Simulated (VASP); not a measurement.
Here is a VASP 6.6.1 calculation.

File INCAR:

```
  PREC = Accurate
  ENCUT = 520
  EDIFF = 1E-6
  ISMEAR = -1
  SIGMA = 0.1
  LREAL = F
  LASPH = T
  NELM = 80
  ALGO = Normal
  ISIF = 2
  LWAVE = F
  LCHARG = F
  GGA = PE
  NBANDS = 17
```

The input KPOINTS:

```
Automatic mesh
0
Gamma
  14 14 14
```

POSCAR

```
SnSe
1.0
    3.2675276093      0.0000000000      0.0000000000
    0.0000000000      3.2675276093      0.0000000000
    0.0000000000      0.0000000000      3.2675276093
Sn Se
1 1
Direct
    0.0000000000      0.0000000000      0.0000000000
    0.5000000000      0.5000000000      0.5000000000
```

Potentials or basis: VASP PAW PBE potentials, release 64 (Sn_d, Se).

Run with:

```console
$ cat potpaw_PBE.64/Sn_d/POTCAR potpaw_PBE.64/Se/POTCAR > POTCAR
$ mpirun -np 1 vasp_std > vasp.out
```

Question: Estimate the pressure.

Answer: 39.1 GPa.

Question: Estimate the band gap on the k mesh.

Answer: Zero (band 10 reaches 12.36 eV, above the bottom of band 11 at 8.61 eV).

Caveat: spin-orbit coupling is left out, which moves the levels of the heavy elements.
